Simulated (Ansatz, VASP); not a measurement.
## BaTiO3 in VASP and in Ansatz

```
CELL_PARAMETERS angstrom
4.07825 0.00000 0.00000
0.00000 4.07825 0.00000
0.00000 0.00000 4.09680
ATOMIC_POSITIONS crystal
Ba 0.00000 0.00000 0.00000
Ti 0.50000 0.50000 0.50000
O 0.50000 0.50000 0.00000
O 0.50000 0.00000 0.50000
O 0.00000 0.50000 0.50000
```

Change from the starting cell: volume scaled by 1.06, PAW files.

Alike in both runs: task electric field gradients; functional PBEsol; k mesh 7 × 7 × 7; occupations fermi-dirac, width 0.03 eV; no spin polarisation.

|  | VASP | Ansatz |
| --- | --- | --- |
| version | VASP 6.6.1 | Ansatz 0.2.0 |
| potentials or method | VASP PAW PBE potentials, release 64 (Ba_sv, Ti_sv, O) | PAW with Ansatz's default frozen-core files, scalar-relativistic |
| plane-wave cutoff (eV) | 520 | 420 |
| valence electrons in the cell | 40 | 40 |

Ansatz gave:

* gap on the k mesh at the Fermi level (eV): 1.70
* pressure (GPa): -12.7
* traceless stress, the component that is largest in VASP (GPa): -0.41
* size of Vzz on the site where it differs most (V/Å²): 28.3

Question: Which values does VASP return?

Answer: gap on the k mesh at the Fermi level (eV): 1.64; pressure (GPa): -11.2; traceless stress, the component that is largest in VASP (GPa): -0.42; size of Vzz on the site where it differs most (V/Å²): 27.4.

VASP's potentials were made for PBE, not for PBEsol. With one functional, cell and mesh, what is left measures potentials, basis and numerics.

Neither program's run includes spin-orbit coupling.
